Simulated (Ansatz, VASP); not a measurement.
Two plane-wave programs on Al

```
Al
1.0
     0.00000    2.02492    2.02492
     2.02492    0.00000    2.02492
     2.02492    2.02492    0.00000
Al
1
Direct
  0.00000 0.00000 0.00000
```

Alike in both runs: task single point; functional PBEsol; k mesh 10 × 10 × 10; occupations fermi-dirac, width 0.05 eV; no spin polarisation.

|  | VASP | Ansatz |
| --- | --- | --- |
| version | VASP 6.6.1 | Ansatz 0.2.0 |
| potentials or method | VASP PAW PBE potentials, release 64 (Al), cutoff 500 eV | PAW, plane waves, scalar-relativistic |
| valence electrons in the cell | 3 | 3 |

|  | VASP | Ansatz | Ansatz less VASP |
| --- | --- | --- | --- |
| pressure (GPa) | -2.0 | -2.0 | -0.04 |

VASP's potentials were made for PBE, not for PBEsol. The functional is the same, so the differences come from potentials, cutoffs and numerics.
